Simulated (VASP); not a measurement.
# SnO in VASP: settings compared

The runs below take SnO through single point, with PBE, r2SCAN.

All numbers are computed with VASP 6.6.1; they aren't measurements. Logs are shortened: lines on timing, memory, paths and dates and some standing lists are left out, and cuts for length are marked.

### 1 The cell of the first run

Symmetry: F-43m, No. 216, cubic system. Conventional cell: a = 5.479 Å, b = 5.479 Å, c = 5.479 Å, α = 90.00°, β = 90.00°, γ = 90.00°. Within 3.1 Å of Sn (site symmetry -43m) lie 4 O at 2.37 Å. Within 3.1 Å of O (site symmetry -43m) lie 4 Sn at 2.37 Å.

### 2 Single point, PBE (strain +1.1%)

Input file INCAR:

```
PREC = Accurate
ENCUT = 520
EDIFF = 1E-6
ISMEAR = -1
SIGMA = 0.02
LREAL = False
LASPH = True
NELM = 60
ALGO = Normal
ISIF = 2
LWAVE = False
LCHARG = False
GGA = PE
NBANDS = 17
```

Input file KPOINTS:

```
Automatic mesh
0
Gamma
  8 8 8
```

Input file POSCAR:

```
SnO
1.0
    0.0000000000      2.7393591945      2.7393591945
    2.7393591945      0.0000000000      2.7393591945
    2.7393591945      2.7393591945      0.0000000000
Sn O
1 1
Direct
    0.0000000000      0.0000000000      0.0000000000
    0.2500000000      0.2500000000      0.2500000000
```

Potentials or basis: VASP PAW PBE potentials, release 64 (Sn_d, O).

Run with:

```
> cat potpaw_PBE.64/Sn_d/POTCAR potpaw_PBE.64/O/POTCAR > POTCAR
> mpirun -np 1 vasp_std > vasp.out
```

OUTCAR:

```text
PREC = Accurate
   ENCUT = 520
   EDIFF = 1E-6
   ISMEAR = -1
   LREAL = False
   LASPH = True
   NELM = 60
   ISIF = 2
   GGA = PE

 ion  position               nearest neighbor table
   1  0.000  0.000  0.000-   2 2.37   2 2.37   2 2.37   2 2.37
   2  0.250  0.250  0.250-   1 2.37   1 2.37   1 2.37   1 2.37

  LATTYP: Found a face centered cubic cell.
 ALAT       =     5.4787183890

  Lattice vectors:

 A1 = (   0.0000000000,   2.7393591945,   2.7393591945)
 A2 = (   2.7393591945,   0.0000000000,   2.7393591945)
 A3 = (   2.7393591945,   2.7393591945,   0.0000000000)

Analysis of symmetry for initial positions (statically):
=====================================================================
 Subroutine PRICEL returns:
 Original cell was already a primitive cell.

 Routine SETGRP: Setting up the symmetry group for a
 face centered cubic supercell.

 Subroutine GETGRP returns: Found 24 space group operations
 (whereof 24 operations were pure point group operations)
 out of a pool of 48 trial point group operations.

The static configuration has the point symmetry T_d .

Analysis of symmetry for dynamics (positions and initial velocities):
=====================================================================
 Subroutine PRICEL returns:
 Original cell was already a primitive cell.

 Routine SETGRP: Setting up the symmetry group for a
 face centered cubic supercell.

 Subroutine GETGRP returns: Found 24 space group operations
 (whereof 24 operations were pure point group operations)
 out of a pool of 48 trial point group operations.

The dynamic configuration has the point symmetry T_d .

 Subroutine INISYM returns: Found 24 space group operations
 (whereof 24 operations are pure point group operations),
 and found     1 'primitive' translations

----------------------------------------------------------------------------------------

                                     Primitive cell

  volume of cell :      41.1128

  direct lattice vectors                    reciprocal lattice vectors
     0.000000000  2.739359194  2.739359194    -0.182524439  0.182524439  0.182524439
     2.739359194  0.000000000  2.739359194     0.182524439 -0.182524439  0.182524439
     2.739359194  2.739359194  0.000000000     0.182524439  0.182524439 -0.182524439

  length of vectors
     3.874038925  3.874038925  3.874038925     0.316141602  0.316141602  0.316141602

  position of ions in fractional coordinates (direct lattice)
[... 77 lines left out ...]
   ENCUT  =  520.0 eV  38.22 Ry    6.18 a.u.   7.20  7.20  7.20*2*pi/ulx,y,z
   NELM   =     60;   NELMIN=  2; NELMDL= -5     # of ELM steps
   EDIFF  = 0.1E-05   stopping-criterion for ELM
   LREAL  =      F    real-space projection
   EDIFFG = 0.1E-04   stopping-criterion for IOM
   NSW    =      0    number of steps for IOM
   IBRION =     -1    ionic relax: 0-MD 1-quasi-New 2-CG
   NFREE  =      0    steps in history (QN), initial steepest desc. (CG)
   ISIF   =      2    stress and relaxation
   ISYM   =      2    0-nonsym 1-usesym 2-fastsym
   POTIM  = 0.5000    time-step for ionic-motion
   TEBEG  =    0.0;   TEEND  =   0.0 temperature during run
   PSTRESS=    0.0 pullay stress
   NELECT =      20.0000    total number of electrons
   NUPDOWN=      -1.0000    fix difference up-down
   EMIN   =  10.00;   EMAX   =-10.00  energy-range for DOS
   EFERMI =   0.00;   METHOD = LEGACY
   ISMEAR =    -1;   SIGMA  =   0.02  broadening in eV -4-tet -1-fermi 0-gaus
   EFERMI_NEDOS =   21; number of points for ismear=-14 and -15
   IALGO  =     38    algorithm
   IMIX   =      4    mixing-type and parameters
     AMIX     =   0.40;   BMIX     =  1.00
     AMIX_MAG =   1.60;   BMIX_MAG =  1.00
  volume/ion in A,a.u.               =      20.56       138.72
  Fermi-wavevector in a.u.,A,eV,Ry     =   1.287535  2.433089 22.555023  1.657747
  Thomas-Fermi vector in A             =   2.419544
   LORBIT       =      0    0 simple, 1 ext, 2 COOP (PROOUT), +10 PAW based schemes
   GGA     = PE    functional components
   LHFCALC =     F    Hartree Fock is set to
   AEXX    =    0.0000 exact exchange contribution
   IVDW    =     0    specifies the selected vdW correction
   LEPSILON=     F    determine dielectric tensor
   LRPA    =     F    only Hartree local field effects (RPA)
 non-spin polarized calculation
  energy-cutoff  :      520.00
  volume of cell :       41.11
 maximum number of plane-waves:      1124
 NGX is ok and might be reduce to    30
   NGX = 15   NGY = 15   NGZ = 15

 number of electron      19.9999989 magnetization

 Free energy of the ion-electron system (eV)
  ---------------------------------------------------
  ext. energy  EPLUGINS =         0.00000000
  ---------------------------------------------------
  free energy    TOTEN  =       -10.45721051 eV

  energy without entropy =      -10.45683204  energy(sigma->0) =      -10.45702128

 E-fermi :   5.7242     XC(G=0):  -9.4801

 val. band max:        5.7226437138   @ k =  -0.2500   0.5000   0.2500
 cond. band min:       5.8887264533   @ k =  -0.3750   0.5000   0.1250
 fundamental gap:      0.1660827395
 Fermi energy:         5.7241572500

 k-point     1 :       0.0000    0.0000    0.0000
  band No.  band energies     occupation
      1     -15.9799      2.00000
      2     -15.9799      2.00000
      3     -15.9799      2.00000
      4     -15.9420      2.00000
      5     -15.9420      2.00000
      6     -12.9445      2.00000
[... 457 lines left out ...]
      4     -15.9352      2.00000
      5     -15.9255      2.00000
      6     -12.3085      2.00000
[... 9 lines left out ...]
     16      17.8115      0.00000
     17      19.6145      0.00000

 [... further k-points ...]

------------------------ aborting loop because EDIFF is reached ----------------------------------------

  FORCE on cell =-STRESS in cart. coord.  units (eV):
  Direction    XX          YY          ZZ          XY          YZ          ZX
  --------------------------------------------------------------------------------------
  -------------------------------------------------------------------------------------
  Total        0.0548093      0.0548093      0.0548093     -0.0000000      0.0000000      0.0000000
  in kB        2.1359341      2.1359341      2.1359341     -0.0000000      0.0000000      0.0000000
  external PRESSURE =       2.1359341 kB  Pullay stress =       0.0000000 kB

 VOLUME and BASIS-vectors are now :
 -----------------------------------------------------------------------------
  energy-cutoff  :      520.00
  volume of cell :       41.11
      direct lattice vectors                 reciprocal lattice vectors
     0.000000000  2.739359194  2.739359194    -0.182524439  0.182524439  0.182524439
     2.739359194  0.000000000  2.739359194     0.182524439 -0.182524439  0.182524439
     2.739359194  2.739359194  0.000000000     0.182524439  0.182524439 -0.182524439

 POSITION                                       TOTAL-FORCE (eV/Angst)
 -----------------------------------------------------------------------------------
      0.00000      0.00000      0.00000        -0.000000     -0.000000     -0.000000
      1.36968      1.36968      1.36968         0.000000      0.000000      0.000000
 -----------------------------------------------------------------------------------
    total drift:                               -0.000000     -0.000000     -0.000000

  FREE ENERGIE OF THE ION-ELECTRON SYSTEM (eV)
  ---------------------------------------------------
  free  energy   TOTEN  =       -10.4572105139 eV

  energy  without entropy=      -10.4568320382  energy(sigma->0) =      -10.45702128
```

Run time: 14 s. Hardware: 1 thread of Intel Xeon 6975P-C, shared host; peak memory 0.18 GiB.

What came out:

- Free energy: -10.4572 eV
- Pressure: 0.2 GPa
- Band gap on the k mesh: zero (band 10 reaches 5.72 eV, above the bottom of band 11 at 5.53 eV)

Caveat: the cell differs from its parent crystal (strain +1.1%); spin-orbit coupling is left out, which moves the levels of the heavy elements.

### 3 Single point, r2SCAN (strain +1.1%)

POSCAR is that of step 2.

Input file INCAR.step1:

```
ALGO = Normal ; EDIFF = 1E-4
ENCUT = 520 ; GGA = PE
ISMEAR = -1 ; LASPH = T
LCHARG = F ; LREAL = F
LWAVE = T ; NBANDS = 17
NELM = 80 ; PREC = Accurate
SIGMA = 0.02
```

Input file INCAR.step2:

```
ALGO = Normal ; EDIFF = 1E-6
ENCUT = 520 ; ISIF = 2
ISMEAR = -1 ; ISTART = 1
LASPH = T ; LCHARG = F
LMIXTAU = T ; LREAL = F
LWAVE = F ; METAGGA = R2SCAN
NBANDS = 17 ; NELM = 80
PREC = Accurate ; SIGMA = 0.02
```

Input file KPOINTS:

```
k-points
0
Gamma
  8 8 8
```

Potentials or basis: VASP PAW PBE potentials, release 64 (Sn_d, O).

Run with:

```
> cat potpaw_PBE.64/Sn_d/POTCAR potpaw_PBE.64/O/POTCAR > POTCAR
> cp INCAR.step1 INCAR
> mpirun -np 1 vasp_std > vasp.out
> cp INCAR.step2 INCAR
> mpirun -np 1 vasp_std > vasp.out
```

It took 64 s on 1 thread of Intel Xeon 6975P-C, shared host; peak memory 0.18 GiB.

Results (log left out):

```yaml
Free_energy: -32.1937 eV
Pressure: -2.0 GPa
Band_gap_on_the_k_mesh: zero (band 10 reaches 5.66 eV, above the bottom of band 11 at 5.47 eV)
```

Levels at points of the mesh, in eV from the Fermi level:
```csv
k point,band 8,band 9,band 10,band 11,band 12,band 13
"(0.00, 0.00, 0.00)",-3.74,-3.74,-3.74,4.59,4.59,4.59
"(0.50, 0.00, 0.00)",-4.16,-4.16,-2.41,1.79,4.74,4.74
"(0.50, 0.50, 0.00)",-4.90,-4.90,-0.47,-0.19,5.38,5.38
```

Caveat: the cell differs from its parent crystal (strain +1.1%); the PAW data sets were made with another functional, which shifts forces and pressure a little; spin-orbit coupling is left out, which moves the levels of the heavy elements.

### 4 Single point, r2SCAN (strain along [111] +3.6%)

Input file POSCAR:

```
SnO
1.0
    0.0658998916      2.7741146168      2.7741146168
    2.7741146168      0.0658998916      2.7741146168
    2.7741146168      2.7741146168      0.0658998916
Sn O
1 1
Direct
    0.0017152791      0.0017152791      0.0017152791
    0.2482847209      0.2482847209      0.2482847209
```

Input file INCAR.step1:

```
SYSTEM = SnO
ALGO     = Normal         ! electronic algorithm
EDIFF    = 1E-4           ! SCF threshold, eV
ENCUT    = 520            ! plane-wave cutoff, eV
GGA      = PE             ! functional
ISMEAR   = -1             ! smearing method
LASPH    = .True.         ! aspherical terms in the spheres
LCHARG   = .False.        ! write CHGCAR
LREAL    = .False.        ! projectors in reciprocal space
LWAVE    = .True.         ! write WAVECAR
NBANDS   = 17             ! bands
NELM     = 100            ! most SCF steps
PREC     = Accurate       ! precision mode
SIGMA    = 0.02           ! smearing width, eV
```

Input file INCAR.step2:

```
SYSTEM = SnO
ALGO     = Normal         ! electronic algorithm
EDIFF    = 1E-7           ! SCF threshold, eV
ENCUT    = 520            ! plane-wave cutoff, eV
ISIF     = 2              ! what is computed and relaxed
ISMEAR   = -1             ! smearing method
ISTART   = 1            
LASPH    = .True.         ! aspherical terms in the spheres
LCHARG   = .False.        ! write CHGCAR
LMIXTAU  = .True.       
LREAL    = .False.        ! projectors in reciprocal space
LWAVE    = .False.        ! write WAVECAR
METAGGA  = R2SCAN         ! meta-GGA
NBANDS   = 17             ! bands
NELM     = 100            ! most SCF steps
PREC     = Accurate       ! precision mode
SIGMA    = 0.02           ! smearing width, eV
```

Input file KPOINTS:

```
k-points
0
Gamma
  8 8 8
  0 0 0
```

Run with:

```
> cat potpaw_PBE.64/Sn_d/POTCAR potpaw_PBE.64/O/POTCAR > POTCAR
> cp INCAR.step1 INCAR
> mpirun -np 1 vasp_std > vasp.out
> cp INCAR.step2 INCAR
> mpirun -np 1 vasp_std > vasp.out
```

Run time: 2.5 min. Hardware: 1 thread of Intel Xeon 6975P-C, shared host; peak memory 0.19 GiB.

The run converged. Its results:

```
Free energy            : -32.2018 eV
Pressure               : -2.3 GPa
Largest force          : 0.008 eV/Å
Band gap on the k mesh : zero (band 10 reaches 5.61 eV, above the bottom of band 11 at 5.52 eV)
```

Forces in eV/Å, atoms in the order of the input:
```
Sn   0.005  0.005  0.005
O   -0.005 -0.005 -0.005
```

Stress tensor (GPa, compression positive):
```
-2.31  0.87  0.87
 0.87 -2.31  0.87
 0.87  0.87 -2.31
```

Levels at points of the mesh, in eV from the Fermi level:
```
           k point  band 7  band 8  band 9  band 10  band 11  band 12  band 13  band 14
(0.00, 0.00, 0.00)   -6.40   -3.74   -3.69    -3.69     4.33     4.77     4.77     9.26
(0.50, 0.00, 0.00)   -7.99   -4.16   -4.13    -2.43     1.85     4.69     4.73     8.80
(0.50, 0.50, 0.00)   -7.87   -4.92   -4.80    -0.52    -0.09     5.25     5.49     5.78
(0.50, 0.50, 0.50)   -8.13   -4.07   -4.07    -2.24     1.69     4.99     4.99     9.09
```

Caveat: the cell differs from its parent crystal (strain along [111] +3.6%); the PAW data sets were made with another functional, which shifts forces and pressure a little; spin-orbit coupling is left out, which moves the levels of the heavy elements.

### 5 The runs side by side

```tsv
level	cell	gap on the mesh (eV)	pressure (GPa)
PBE	a = 3.874 Å, angles 60.0°, 2 atoms	none	0.2
r2SCAN	a = 3.874 Å, angles 60.0°, 2 atoms	none	-2.0
r2SCAN	a = 3.924 Å, angles 58.4°, 2 atoms	none	-2.3
```

Alike in all rows: task single point; potentials or basis VASP PAW PBE potentials, release 64 (Sn_d, O); no spin polarisation; k mesh 8 × 8 × 8; cutoff (eV) 520; smearing fermi-dirac 0.02 eV.

Caveats: spin-orbit coupling is left out, which moves the levels of the heavy elements; the PAW data sets were made with another functional, which shifts forces and pressure a little (some runs).

Total energies depend on the potentials used, so only differences within one code and one set of settings carry meaning.
